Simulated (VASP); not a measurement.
Here is a VASP 6.6.1 calculation.

The input INCAR:

```
SYSTEM = Ti
PREC = Accurate ; ENCUT = 520
EDIFF = 1E-6 ; ISMEAR = 0
SIGMA = 0.15 ; LREAL = .False.
LASPH = .True. ; NELM = 100
ALGO = Normal ; ISIF = 2
LWAVE = .False. ; LCHARG = .False.
GGA = PE ; NBANDS = 12
```

KPOINTS

```
Automatic mesh
0
Gamma
  20 20 20
  0 0 0
```

File POSCAR:

```
Ti
1.0
    0.0000000000      1.9700967941      1.9700967941
    1.9700967941      0.0000000000      1.9700967941
    1.9700967941      1.9700967941      0.0000000000
Ti
1
Direct
    0.0000000000      0.0000000000      0.0000000000
```

Potentials or basis: VASP PAW PBE potentials, release 64 (Ti_sv).

The run is started by

```console
$ cat potpaw_PBE.64/Ti_sv/POTCAR > POTCAR
$ mpirun -np 1 vasp_std > vasp.out
```

Q: Estimate the band gap on the k mesh.

A: Zero (bands 6 and 7 overlap by 1.37 eV).

Q: Predict the pressure.

A: 16.6 GPa.

Caveat: the cell stands under pressure.
